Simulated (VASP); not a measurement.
# AlGa3P4 (P-43m) in VASP: further runs, part 2 of 2

VASP 6.6.1.

## Step 4: Relaxation of cell and atoms, PBE

This run uses another cell than the first one, of 20.78 Å³/atom.

INCAR

```
PREC     = Accurate       # precision mode
ENCUT    = 600            # plane-wave cutoff, eV
EDIFF    = 1E-6           # SCF threshold, eV
ISMEAR   = 0              # smearing method
SIGMA    = 0.02           # smearing width, eV
LREAL    = False          # projectors in reciprocal space
LASPH    = True           # aspherical terms in the spheres
NELM     = 100            # most SCF steps
ALGO     = Normal         # electronic algorithm
ISIF     = 3              # what is computed and relaxed
LWAVE    = False          # write WAVECAR
LCHARG   = False          # write CHGCAR
GGA      = PE             # functional
IBRION   = 2              # ionic algorithm
NSW      = 100            # ionic steps
EDIFFG   = -0.01          # ionic threshold
```

KPOINTS

```
Automatic mesh
0
Gamma
  6 6 6
```

POSCAR

```
AlGa3P4
1.0
    5.4982593261      0.0000000000      0.0000000000
    0.0000000000      5.4982593261      0.0000000000
    0.0000000000      0.0000000000      5.4982593261
Al Ga P
1 3 4
Direct
    0.0000000000      0.0000000000      0.0000000000
    0.5000000000      0.0000000000      0.5000000000
    0.5000000000      0.5000000000      0.0000000000
    0.0000000000      0.5000000000      0.5000000000
    0.7504730947      0.2495269053      0.2495269053
    0.7504730947      0.7504730947      0.7504730947
    0.2495269053      0.2495269053      0.7504730947
    0.2495269053      0.7504730947      0.2495269053
```

Potentials or basis: VASP PAW PBE potentials, release 64 (Al, Ga_d, P).

Started as:

```sh
cat potpaw_PBE.64/Al/POTCAR potpaw_PBE.64/Ga_d/POTCAR potpaw_PBE.64/P/POTCAR > POTCAR
mpirun -np 1 vasp_std > vasp.out
```

OUTCAR:

```text
PREC = Accurate
   ENCUT = 600
   EDIFF = 1E-6
   ISMEAR = 0
   LREAL = False
   LASPH = True
   NELM = 100
   ISIF = 3
   GGA = PE
   IBRION = 2
   NSW = 100
   EDIFFG = -0.01

 ion  position               nearest neighbor table
   1  0.000  0.000  0.000-   5 2.38   6 2.38   7 2.38   8 2.38
   2  0.500  0.000  0.500-   5 2.38   6 2.38   7 2.38   8 2.38
   3  0.500  0.500  0.000-   5 2.38   6 2.38   7 2.38   8 2.38
   4  0.000  0.500  0.500-   5 2.38   6 2.38   7 2.38   8 2.38
   5  0.750  0.250  0.250-   1 2.38   2 2.38   3 2.38   4 2.38
   6  0.750  0.750  0.750-   1 2.38   2 2.38   3 2.38   4 2.38
   7  0.250  0.250  0.750-   1 2.38   2 2.38   3 2.38   4 2.38
   8  0.250  0.750  0.250-   1 2.38   2 2.38   3 2.38   4 2.38

  LATTYP: Found a simple cubic cell.
 ALAT       =     5.4982593261

  Lattice vectors:

 A1 = (   5.4982593261,   0.0000000000,   0.0000000000)
 A2 = (   0.0000000000,   5.4982593261,   0.0000000000)
 A3 = (   0.0000000000,   0.0000000000,   5.4982593261)

Analysis of symmetry for initial positions (statically):
=====================================================================
 Subroutine PRICEL returns:
 Original cell was already a primitive cell.

 Routine SETGRP: Setting up the symmetry group for a
 simple cubic supercell.

 Subroutine GETGRP returns: Found 24 space group operations
 (whereof 24 operations were pure point group operations)
 out of a pool of 48 trial point group operations.

The static configuration has the point symmetry T_d .

Analysis of symmetry for dynamics (positions and initial velocities):
=====================================================================
 Subroutine PRICEL returns:
 Original cell was already a primitive cell.

 Routine SETGRP: Setting up the symmetry group for a
 simple cubic supercell.

 Subroutine GETGRP returns: Found 24 space group operations
 (whereof 24 operations were pure point group operations)
 out of a pool of 48 trial point group operations.
[... 115 lines left out ...]
   ISYM   =      2    0-nonsym 1-usesym 2-fastsym
   POTIM  = 0.5000    time-step for ionic-motion
   TEBEG  =    0.0;   TEEND  =   0.0 temperature during run
   PSTRESS=    0.0 pullay stress
   NELECT =      62.0000    total number of electrons
   NUPDOWN=      -1.0000    fix difference up-down
   EMIN   =  10.00;   EMAX   =-10.00  energy-range for DOS
   EFERMI =   0.00;   METHOD = LEGACY
   ISMEAR =     0;   SIGMA  =   0.02  broadening in eV -4-tet -1-fermi 0-gaus
   EFERMI_NEDOS =   21; number of points for ismear=-14 and -15
   IALGO  =     38    algorithm
   IMIX   =      4    mixing-type and parameters
     AMIX     =   0.40;   BMIX     =  1.00
     AMIX_MAG =   1.60;   BMIX_MAG =  1.00
  volume/ion in A,a.u.               =      20.78       140.21
  Fermi-wavevector in a.u.,A,eV,Ry     =   1.178456  2.226960 18.895219  1.388759
  Thomas-Fermi vector in A             =   2.314785
   LORBIT       =      0    0 simple, 1 ext, 2 COOP (PROOUT), +10 PAW based schemes
   GGA     = PE    functional components
   LHFCALC =     F    Hartree Fock is set to
   AEXX    =    0.0000 exact exchange contribution
   IVDW    =     0    specifies the selected vdW correction
   LEPSILON=     F    determine dielectric tensor
   LRPA    =     F    only Hartree local field effects (RPA)
 conjugate gradient relaxation of ions
 non-spin polarized calculation
 Gauss-broadening in eV      SIGMA  =   0.02
  energy-cutoff  :      600.00
  volume of cell :      166.22
 maximum number of plane-waves:      5592
 NGX is ok and might be reduce to    48
   NGX = 21   NGY = 21   NGZ = 21

--------------------------------------- Ionic step        1  -------------------------------------------

 number of electron      62.0000016 magnetization

 Free energy of the ion-electron system (eV)
  ---------------------------------------------------
  ext. energy  EPLUGINS =         0.00000000
  ---------------------------------------------------
  free energy    TOTEN  =       -37.74170355 eV

  energy without entropy =      -37.74170355  energy(sigma->0) =      -37.74170355

------------------------ aborting loop because EDIFF is reached ----------------------------------------

  FORCE on cell =-STRESS in cart. coord.  units (eV):
  Direction    XX          YY          ZZ          XY          YZ          ZX
  --------------------------------------------------------------------------------------
  -------------------------------------------------------------------------------------
  Total        0.3462104      0.3462104      0.3462104     -0.0000000      0.0000000      0.0000000
  in kB        3.3371446      3.3371446      3.3371446     -0.0000000      0.0000000      0.0000000
  external PRESSURE =       3.3371446 kB  Pullay stress =       0.0000000 kB
[... 71 lines left out ...]
--------------------------------------- Ionic step        3  -------------------------------------------

 number of electron      62.0000011 magnetization

 Free energy of the ion-electron system (eV)
  ---------------------------------------------------
  ext. energy  EPLUGINS =         0.00000000
  ---------------------------------------------------
  free energy    TOTEN  =       -37.74247828 eV

  energy without entropy =      -37.74247828  energy(sigma->0) =      -37.74247828

 E-fermi :   4.4324     XC(G=0):  -9.5493

 val. band max:        4.3299496225   @ k =   0.0000   0.0000   0.0000
 cond. band min:       5.9691116895   @ k =   0.5000   0.5000   0.5000
 fundamental gap:      1.6391620671
 Fermi energy:         4.4324052468

 k-point     1 :       0.0000    0.0000    0.0000
  band No.  band energies     occupation
      1     -10.1304      2.00000
      2     -10.1304      2.00000
      3     -10.1304      2.00000
      4     -10.0384      2.00000
      5     -10.0384      2.00000
      6     -10.0384      2.00000
[... 824 lines left out ...]
  FREE ENERGIE OF THE ION-ELECTRON SYSTEM (eV)
  ---------------------------------------------------
  free  energy   TOTEN  =       -37.7424782840 eV

  energy  without entropy=      -37.7424782840  energy(sigma->0) =      -37.74247828

 reached required accuracy - stopping structural energy minimisation
```

Run time: 10 min. Hardware: 1 thread of Intel Xeon 8259CL, shared host; peak memory 0.42 GiB.

Results:

```
Free energy                           : -37.7425 eV
Relaxed volume                        : 20.87 Å³/atom
Relaxed cell                          : a = 5.506 Å, b = 5.506 Å, c = 5.506 Å, α = 90.00°, β = 90.00°, γ = 90.00°
Space group after relaxing (to 0.1 Å) : P-43m (No. 215)
Energy gained by relaxing             : 0.1 meV/atom
Ionic steps                           : 3
Pressure after relaxing               : 0.0 GPa
Largest force after relaxing          : 0.006 eV/Å
Band gap on the k mesh                : 1.64 eV (least direct gap 1.72 eV)
```

Forces in eV/Å, atoms in the order of the input:
```
Al   0.000  0.000  0.000
Ga   0.000  0.000  0.000
Ga   0.000  0.000  0.000
Ga   0.000  0.000  0.000
P    0.003 -0.003 -0.003
P    0.003  0.003  0.003
P   -0.003 -0.003  0.003
P   -0.003  0.003 -0.003
```

The path:
```csv
step,energy change (eV),largest force (eV/Å),pressure (GPa),volume (Å³)
1,0.0000,0.0075,0.33,166.22
2,-0.0006,0.0048,-0.16,167.26
3,-0.0008,0.0058,-0.01,166.95
```

Final structure:
```xyz
8
Lattice="5.5063 0.0000 0.0000 0.0000 5.5063 0.0000 0.0000 0.0000 5.5063" Properties=species:S:1:pos:R:3 pbc="T T T"
Al    0.0000    0.0000    0.0000
Ga    2.7531    0.0000    2.7531
Ga    2.7531    2.7531    0.0000
Ga    0.0000    2.7531    2.7531
P     4.1325    1.3738    1.3738
P     4.1325    4.1325    4.1325
P     1.3738    1.3738    4.1325
P     1.3738    4.1325    1.3738
```

A k mesh can miss the band edges.

## Step 5: The runs side by side

```tsv
task	cell	k mesh	cutoff (eV)	smearing	gap on the mesh (eV)	pressure (GPa)	relaxed volume (Å³/atom)	largest force (eV/Å)
single point	a = 5.507 Å, 8 atoms, atomic positions A	6 × 6 × 6	520	gaussian 0.02 eV	1.64	0.0	-	0.01
relaxation of cell and atoms	relaxed from a = 5.330 Å, 8 atoms, atomic positions B	4 × 4 × 4	600	gaussian 0.1 eV	1.64	0.1	20.83	-
relaxation of cell and atoms	relaxed from a = 5.498 Å, 8 atoms, atomic positions A	6 × 6 × 6	600	gaussian 0.02 eV	1.64	0.0	20.87	0.01
```

Alike in all rows: level PBE; potentials or basis VASP PAW PBE potentials, release 64 (Al, Ga_d, P); no spin polarisation.

Total energies depend on the potentials used, so only differences within one code and one set of settings carry meaning.
